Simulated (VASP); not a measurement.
# B: single point with r2SCAN

Crystal: B.

```
B
1.0
     1.31467    0.75903    2.43790
    -1.31467    0.75903    2.43790
     0.00000   -1.51805    2.43790
B
2
Direct
  0.22754 0.22754 0.22754
  0.77246 0.77246 0.77246
```

```yaml
Program: VASP 6.6.1
Task: single point
Functional: r2SCAN
Potentials_or_basis: VASP PAW PBE potentials, release 64 (B)
Cutoff: 550 eV
k_mesh: 9 × 9 × 9
Occupations: gaussian, width 0.1 eV
Spin: no spin polarisation
Dipole_correction: no
Further_INCAR_settings: ALGO = Normal; EDIFF = 1e-06; NBANDS = 10
```

```json
{"Pressure": "-3.5 GPa", "Largest force": "1.451 eV/Å", "Band gap on the k mesh": "zero (bands 3 and 4 overlap by 7.90 eV)"}
```

Forces in eV/Å, atoms in the order of the input:
```
B    0.000  0.000  1.451
B    0.000  0.000 -1.451
```

Stress tensor (GPa, compression positive):
```
  5.68   0.00   0.00
  0.00   5.68   0.00
  0.00   0.00 -21.76
```

Levels at points of the mesh, in eV from the Fermi level:
```
           k point  band 1  band 2  band 3  band 4  band 5  band 6
(0.00, 0.00, 0.00)  -16.18    1.89    4.06    4.06    7.75   12.86
```

Run time: 2.1 min on 1 thread of AMD EPYC 7R13 (shared host), peak memory 0.11 GiB.

Caveat: the cell stands under tension; the PAW data sets were made with another functional, which shifts forces and pressure a little.
